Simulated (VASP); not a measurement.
Set up this calculation in VASP 6.6.1, as the native input.

```
Task                   : single point
Functional             : PBEsol
Potentials or basis    : VASP PAW PBE potentials, release 64 (Cu)
Cutoff                 : 520 eV
k mesh                 : 20 × 20 × 14
Occupations            : gaussian, width 0.1 eV
Spin                   : no spin polarisation
Dipole correction      : no
Further INCAR settings : ALGO = Fast; EDIFF = 1e-06; NBANDS = 18
```

The structure of Cu lies in POSCAR:

```
Cu
1.0
    1.7104379417      1.7104379417      0.0000000000
   -1.7104379417      1.7104379417      0.0000000000
    0.0000000000      0.0000000000      3.6489342756
Cu
2
Direct
    0.0000000000      0.0000000000      0.0000000000
    0.5000000000      0.5000000000      0.5000000000
```

This cell differs from its parent crystal: biaxial strain in the a-b plane: -4.0 %.

These files were run (other wordings do the same):

INCAR

```
SYSTEM = Cu
PREC = Accurate
ENCUT = 520
EDIFF = 1E-6
ISMEAR = 0
SIGMA = 0.1
LREAL = .False.
LASPH = .True.
NELM = 80
ALGO = Fast
ISIF = 2
LWAVE = .False.
LCHARG = .False.
GGA = PS
NBANDS = 18
```

KPOINTS

```
regular mesh
0
Gamma
  20 20 14
  0 0 0
```

Potentials or basis: VASP PAW PBE potentials, release 64 (Cu).

Launch:

```sh
$ cat potpaw_PBE.64/Cu/POTCAR > POTCAR
$ mpirun -np 1 vasp_std > vasp.out
```

Results of the run:

- Pressure: 13.3 GPa
- Band gap on the k mesh: zero (bands 11 and 12 overlap by 8.61 eV)

Caveat: the cell differs from its parent crystal (biaxial strain in the a-b plane: -4.0 %); the cell stands under pressure; the PAW data sets were made with another functional, which shifts forces and pressure a little.

Run time: 74 s on 1 thread of Intel(R) Xeon(R) 6975P-C (Granite Rapids), on a shared host, peak memory 0.26 GiB.
